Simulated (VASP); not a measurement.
# MgI2 (P-3m1) in VASP: settings compared

Aim: see how the results for MgI2 move with the level of theory and the settings. Levels: r2SCAN, PBE, HSE06. Tasks: single point.

Everything below comes from runs of VASP 6.6.1. Logs are shortened: lines on timing, memory, paths and dates and some standing lists are left out, and cuts for length are marked.

### Step 1. The cell of the first run

Symmetry: P-3m1, No. 164, trigonal system. The conventional cell has a = 4.157 Å, b = 4.157 Å, c = 6.876 Å, α = 90.00°, β = 90.00°, γ = 120.00°. Mg (site symmetry -3m) has 6 I at 2.92 Å within 3.8 Å. I (site symmetry 3m) has 3 Mg at 2.92 Å within 3.8 Å.

### Step 2. Single point, r2SCAN

POSCAR

```
MgI2
1.0
    4.1566377955      0.0000000000      0.0000000000
   -2.0783188977      3.5997539252      0.0000000000
    0.0000000000      0.0000000000      6.8756120274
Mg I
1 2
Direct
    0.0000000000      0.0000000000      0.0000000000
    0.3333333333      0.6666666667      0.2425739793
    0.6666666667      0.3333333333      0.7574260207
```

INCAR.step1

```
ALGO = Normal
EDIFF = 1E-4
ENCUT = 520
GGA = PE
ISMEAR = 0
LASPH = True
LCHARG = False
LREAL = False
LWAVE = True
NBANDS = 15
NELM = 80
PREC = Accurate
SIGMA = 0.01
```

INCAR.step2

```
ALGO = Normal
EDIFF = 1E-6
ENCUT = 520
ISIF = 2
ISMEAR = 0
ISTART = 1
LASPH = True
LCHARG = False
LMIXTAU = True
LREAL = False
LWAVE = False
METAGGA = R2SCAN
NBANDS = 15
NELM = 80
PREC = Accurate
SIGMA = 0.01
```

KPOINTS

```
k-points
0
Gamma
  6 6 4
```

Potentials or basis: VASP PAW PBE potentials, release 64 (Mg, I).

On the command line:

```sh
$ cat potpaw_PBE.64/Mg/POTCAR potpaw_PBE.64/I/POTCAR > POTCAR
$ cp INCAR.step1 INCAR
$ mpirun -np 1 vasp_std > vasp.out
$ cp INCAR.step2 INCAR
$ mpirun -np 1 vasp_std > vasp.out
```

OUTCAR:

```text
EDIFF = 1E-6
   ENCUT = 520
   ISIF = 2
   ISMEAR = 0
   ISTART = 1
   LASPH = True
   LREAL = False
   METAGGA = R2SCAN
   NELM = 80
   PREC = Accurate

 ion  position               nearest neighbor table
   1  0.000  0.000  0.000-   2 2.92   3 2.92   2 2.92   3 2.92   3 2.92   2 2.92
   2  0.333  0.667  0.243-   1 2.92   1 2.92   1 2.92
   3  0.667  0.333  0.757-   1 2.92   1 2.92   1 2.92

  LATTYP: Found a hexagonal cell.
 ALAT       =     4.1566377955
 C/A-ratio  =     1.6541282560

  Lattice vectors:

 A1 = (   4.1566377955,   0.0000000000,   0.0000000000)
 A2 = (  -2.0783188977,   3.5997539252,   0.0000000000)
 A3 = (   0.0000000000,   0.0000000000,   6.8756120274)

Analysis of symmetry for initial positions (statically):
=====================================================================
 Subroutine PRICEL returns:
 Original cell was already a primitive cell.

 Routine SETGRP: Setting up the symmetry group for a
 hexagonal supercell.

 Subroutine GETGRP returns: Found 12 space group operations
 (whereof 12 operations were pure point group operations)
 out of a pool of 24 trial point group operations.

The static configuration has the point symmetry D_3d.

Analysis of symmetry for dynamics (positions and initial velocities):
=====================================================================
 Subroutine PRICEL returns:
 Original cell was already a primitive cell.

 Routine SETGRP: Setting up the symmetry group for a
 hexagonal supercell.

 Subroutine GETGRP returns: Found 12 space group operations
 (whereof 12 operations were pure point group operations)
 out of a pool of 24 trial point group operations.

The dynamic configuration has the point symmetry D_3d.

 Subroutine INISYM returns: Found 12 space group operations
 (whereof 12 operations are pure point group operations),
 and found     1 'primitive' translations

----------------------------------------------------------------------------------------

                                     Primitive cell

  volume of cell :     102.8789

  direct lattice vectors                    reciprocal lattice vectors
     4.156637796  0.000000000  0.000000000     0.240579057  0.138898383  0.000000000
    -2.078318898  3.599753925  0.000000000     0.000000000  0.277796766  0.000000000
     0.000000000  0.000000000  6.875612027     0.000000000  0.000000000  0.145441598

  length of vectors
     4.156637796  4.156637795  6.875612027     0.277796766  0.277796766  0.145441598

  position of ions in fractional coordinates (direct lattice)
     0.000000000  0.000000000  0.000000000
     0.333333333  0.666666667  0.242573979
     0.666666667  0.333333333  0.757426021

  ion indices of the primitive-cell ions
   primitive index   ion index
                 1           1
                 2           2
                 3           3

----------------------------------------------------------------------------------------

 KPOINTS: k-points

Automatic generation of k-mesh.
 Grid dimensions read from file:
 generate k-points for:    6    6    4

 Generating k-lattice:

  Cartesian coordinates                     Fractional coordinates (reciprocal lattice)
     0.040096509  0.023149731  0.000000000     0.166666667  0.000000000  0.000000000
     0.000000000  0.046299461  0.000000000     0.000000000  0.166666667  0.000000000
     0.000000000  0.000000000  0.036360399     0.000000000  0.000000000  0.250000000

  Length of vectors
     0.046299461  0.046299461  0.036360399

  Shift w.r.t. Gamma in fractional coordinates (k-lattice)
     0.000000000  0.000000000  0.000000000

 Subroutine IBZKPT returns following result:
 ===========================================

 Found     24 irreducible k-points:

 Following reciprocal coordinates:
            Coordinates               Weight
  0.000000  0.000000  0.000000      1.000000
  0.166667  0.000000  0.000000      6.000000
  0.333333  0.000000  0.000000      6.000000
  0.500000  0.000000  0.000000      3.000000
  0.166667  0.166667  0.000000      6.000000
  0.333333  0.166667  0.000000     12.000000
[... 16 lines left out ...]
  0.333333  0.166667  0.500000     12.000000
  0.333333  0.333333  0.500000      2.000000
   k-points           NKPTS =     24   k-points in BZ     NKDIM =     24   number of bands    NBANDS=     15
   number of dos      NEDOS =    301   number of ions     NIONS =      3
   total plane-waves  NPLWV =  55296
   dimension x,y,z NGX =    32 NGY =   32 NGZ =   54
   dimension x,y,z NGXF=    64 NGYF=   64 NGZF=  108
   ions per type =               1   2
   NGX,Y,Z   is equivalent  to a cutoff of  12.80, 12.80, 13.06 a.u.
   NGXF,Y,Z  is equivalent  to a cutoff of  25.60, 25.60, 26.11 a.u.
 SYSTEM =  unknown system
   PREC   = accura    normal or accurate (medium, high low for compatibility)
   ISTART =      1    job   : 0-new  1-cont  2-samecut
   ICHARG =      0    charge: 1-file 2-atom 10-const
   ISPIN  =      1    spin polarized calculation?
   LNONCOLLINEAR =      F non collinear calculations
   LSORBIT =      F    spin-orbit coupling
   LASPH  =      T    aspherical Exc in radial PAW
   ENCUT  =  520.0 eV  38.22 Ry    6.18 a.u.   7.73  7.73 12.78*2*pi/ulx,y,z
   NELM   =     80;   NELMIN=  2; NELMDL=  0     # of ELM steps
   EDIFF  = 0.1E-05   stopping-criterion for ELM
   LREAL  =      F    real-space projection
   EDIFFG = 0.1E-04   stopping-criterion for IOM
   NSW    =      0    number of steps for IOM
   IBRION =     -1    ionic relax: 0-MD 1-quasi-New 2-CG
   NFREE  =      0    steps in history (QN), initial steepest desc. (CG)
   ISIF   =      2    stress and relaxation
   ISYM   =      2    0-nonsym 1-usesym 2-fastsym
   POTIM  = 0.5000    time-step for ionic-motion
   TEBEG  =    0.0;   TEEND  =   0.0 temperature during run
   PSTRESS=    0.0 pullay stress
   NELECT =      16.0000    total number of electrons
   NUPDOWN=      -1.0000    fix difference up-down
   EMIN   =  10.00;   EMAX   =-10.00  energy-range for DOS
   EFERMI =   0.00;   METHOD = LEGACY
   ISMEAR =     0;   SIGMA  =   0.01  broadening in eV -4-tet -1-fermi 0-gaus
   EFERMI_NEDOS =   21; number of points for ismear=-14 and -15
   IALGO  =     38    algorithm
   IMIX   =      4    mixing-type and parameters
     AMIX     =   0.40;   BMIX     =  1.00
     AMIX_MAG =   1.60;   BMIX_MAG =  1.00
  volume/ion in A,a.u.               =      34.29       231.42
  Fermi-wavevector in a.u.,A,eV,Ry     =   0.880385  1.663687 10.545576  0.775078
  Thomas-Fermi vector in A             =   2.000738
   LORBIT       =      0    0 simple, 1 ext, 2 COOP (PROOUT), +10 PAW based schemes
   METAGGA = R2SCAN    functional components
   LHFCALC =     F    Hartree Fock is set to
   AEXX    =    0.0000 exact exchange contribution
   IVDW    =     0    specifies the selected vdW correction
   LEPSILON=     F    determine dielectric tensor
   LRPA    =     F    only Hartree local field effects (RPA)
 non-spin polarized calculation
 Gauss-broadening in eV      SIGMA  =   0.01
  energy-cutoff  :      520.00
  volume of cell :      102.88
 maximum number of plane-waves:      2802
 NGX is ok and might be reduce to    32
   NGX = 15   NGY = 15   NGZ = 25

 number of electron      16.0000001 magnetization

 Free energy of the ion-electron system (eV)
  ---------------------------------------------------
  ext. energy  EPLUGINS =         0.00000000
  ---------------------------------------------------
  free energy    TOTEN  =       -56.92527631 eV

  energy without entropy =      -56.92527631  energy(sigma->0) =      -56.92527631

 E-fermi :   2.0989     XC(G=0):  -8.5561

 val. band max:        2.0003319557   @ k =   0.0000   0.0000   0.0000
 cond. band min:       6.1045135171   @ k =   0.5000   0.0000   0.2500
 fundamental gap:      4.1041815613
 Fermi energy:         2.0989134507

 k-point     1 :       0.0000    0.0000    0.0000
  band No.  band energies     occupation
      1     -10.4504      2.00000
      2      -9.6982      2.00000
      3      -1.5650      2.00000
      4       1.5132      2.00000
      5       1.5132      2.00000
      6       1.9119      2.00000
      7       1.9119      2.00000
      8       2.0003      2.00000
      9       6.4833      0.00000
     10       7.4187      0.00000
     11       9.2859      0.00000
     12       9.2859      0.00000
     13      10.0997      0.00000
     14      10.7542      0.00000
     15      10.7542      0.00000

 k-point     2 :       0.1667    0.0000    0.0000
  band No.  band energies     occupation
      1     -10.3018      2.00000
      2      -9.6226      2.00000
      3      -1.3627      2.00000
      4       0.5375      2.00000
      5       1.0746      2.00000
      6       1.2036      2.00000
      7       1.8511      2.00000
      8       1.8990      2.00000
      9       7.2957      0.00000
     10       8.0377      0.00000
     11       8.8365      0.00000
     12       9.6714      0.00000
     13       9.8130      0.00000
     14      10.6023      0.00000
     15      11.1529      0.00000

 k-point     3 :       0.3333    0.0000    0.0000
  band No.  band energies     occupation
      1      -9.9466      2.00000
      2      -9.4902      2.00000
      3      -1.1688      2.00000
      4      -0.6440      2.00000
      5       0.0099      2.00000
      6       0.7568      2.00000
      7       1.5120      2.00000
      8       1.6338      2.00000
      9       6.6378      0.00000
     10       8.1298      0.00000
     11       8.4566      0.00000
     12       9.6835      0.00000
     13      10.2841      0.00000
     14      11.3622      0.00000
     15      11.7424      0.00000
[... 343 lines left out ...]
 k-point    23 :       0.3333    0.1667    0.5000
  band No.  band energies     occupation
      1      -9.6475      2.00000
      2      -9.5249      2.00000
      3      -1.4509      2.00000
      4      -1.0160      2.00000
      5       0.0290      2.00000
      6       0.4291      2.00000
      7       1.2661      2.00000
      8       1.3982      2.00000
      9       6.8917      0.00000
     10       8.1509      0.00000
     11       8.8482      0.00000
     12       9.4840      0.00000
     13       9.7371      0.00000
     14      10.8346      0.00000
     15      11.8913      0.00000

 k-point    24 :       0.3333    0.3333    0.5000
  band No.  band energies     occupation
      1      -9.5140      2.00000
      2      -9.5140      2.00000
      3      -1.1741      2.00000
      4      -0.8167      2.00000
      5      -0.8167      2.00000
      6      -0.2538      2.00000
      7       1.4288      2.00000
      8       1.4288      2.00000
      9       7.4315      0.00000
     10       8.3699      0.00000
     11       8.3699      0.00000
     12       9.8452      0.00000
     13      10.9621      0.00000
     14      11.2243      0.00000
     15      11.4521      0.00000

------------------------ aborting loop because EDIFF is reached ----------------------------------------

  FORCE on cell =-STRESS in cart. coord.  units (eV):
  Direction    XX          YY          ZZ          XY          YZ          ZX
  --------------------------------------------------------------------------------------
  -------------------------------------------------------------------------------------
  Total        0.3225968      0.3225968      0.3587998      0.0000000     -0.0000000      0.0000000
  in kB        5.0239376      5.0239376      5.5877433      0.0000000     -0.0000000      0.0000000
  external PRESSURE =       5.2118728 kB  Pullay stress =       0.0000000 kB

 VOLUME and BASIS-vectors are now :
 -----------------------------------------------------------------------------
  energy-cutoff  :      520.00
  volume of cell :      102.88
      direct lattice vectors                 reciprocal lattice vectors
     4.156637796  0.000000000  0.000000000     0.240579057  0.138898383  0.000000000
    -2.078318898  3.599753925  0.000000000     0.000000000  0.277796766  0.000000000
     0.000000000  0.000000000  6.875612027     0.000000000  0.000000000  0.145441598

 POSITION                                       TOTAL-FORCE (eV/Angst)
 -----------------------------------------------------------------------------------
      0.00000      0.00000      0.00000        -0.000000      0.000000      0.000000
     -0.00000      2.39984      1.66784         0.000000     -0.000000     -0.043523
      2.07832      1.19992      5.20777        -0.000000      0.000000      0.043523
 -----------------------------------------------------------------------------------
    total drift:                               -0.000000      0.000000     -0.000000

  FREE ENERGIE OF THE ION-ELECTRON SYSTEM (eV)
  ---------------------------------------------------
  free  energy   TOTEN  =       -56.9252763080 eV

  energy  without entropy=      -56.9252763080  energy(sigma->0) =      -56.92527631
```

Wall time 6.2 min (1 thread of Intel Xeon 8259CL, shared host); peak memory 0.22 GiB.

What came out:

| Property | Result |
| --- | --- |
| Free energy | -56.9253 eV |
| Pressure | 0.5 GPa |
| Largest force | 0.044 eV/Å |
| Band gap on the k mesh | 4.10 eV (least direct gap 4.48 eV) |

Forces in eV/Å, atoms in the order of the input:
```
Mg   0.000  0.000  0.000
I    0.000  0.000 -0.044
I    0.000  0.000  0.044
```

Caveat: the PAW data sets were made with another functional, which shifts forces and pressure a little; spin-orbit coupling is left out, which moves the levels of the heavy elements. r2SCAN opens gaps a little over a GGA but as a rule still falls short of measured ones.

### Step 3. Single point, PBE, non-collinear spin, zero start, spin-orbit coupling

INCAR

```
SYSTEM = MgI2
PREC     = Accurate       ! precision mode
ENCUT    = 520            ! plane-wave cutoff, eV
EDIFF    = 1E-6           ! SCF threshold, eV
ISMEAR   = 0              ! smearing method
SIGMA    = 0.01           ! smearing width, eV
LREAL    = .False.        ! projectors in reciprocal space
LASPH    = .True.         ! aspherical terms in the spheres
NELM     = 150            ! most SCF steps
ALGO     = Normal         ! electronic algorithm
ISIF     = 2              ! what is computed and relaxed
LWAVE    = .False.        ! write WAVECAR
LCHARG   = .True.         ! write CHGCAR
MAGMOM   = 0 0 0 0 0 0 0 0 0 ! initial moments
LORBIT   = 11             ! projections on sites
LSORBIT  = .True.         ! spin-orbit coupling
GGA_COMPAT= .False.      
LORBMOM  = .True.       
GGA      = PE             ! functional
LVHAR    = .True.       
NBANDS   = 29             ! bands
```

KPOINTS

```
Automatic mesh
0
Gamma
  6 6 2
  0 0 0
```

POSCAR is that of step 2.

Potentials or basis: VASP PAW PBE potentials, release 64 (Mg, I).

On the command line:

```sh
$ cat potpaw_PBE.64/Mg/POTCAR potpaw_PBE.64/I/POTCAR > POTCAR
$ mpirun -np 1 vasp_ncl > vasp.out
```

Run time: 3.2 min. Hardware: 1 thread of Intel Xeon 8259CL, shared host; peak memory 0.42 GiB.

It converged, with:

- Free energy: -7.9496 eV
- Pressure: 1.2 GPa
- Largest force: 0.015 eV/Å
- Net moment: 0.00 μB per cell
- Valence electrons inside the program's atomic spheres: Mg 0.28; I 4.34

Forces in eV/Å, atoms in the order of the input:
```
Mg   0.000  0.000  0.000
I    0.000  0.000  0.015
I    0.000  0.000 -0.015
```

Stress tensor (GPa, compression positive):
```
1.09 0.00 0.00
0.00 1.09 0.00
0.00 0.00 1.28
```

Moments on the atoms (μB; x, y, z):
```
Mg  0.00 0.00 0.00
I   0.00 0.00 0.00
I   0.00 0.00 0.00
```

Caveat: the k points lie up to 0.46 Å⁻¹ apart; this functional lacks dispersion, which binds the layers, so the pressure and a relaxed spacing across them are unreliable.

(Part 1 of 2 ends here.)
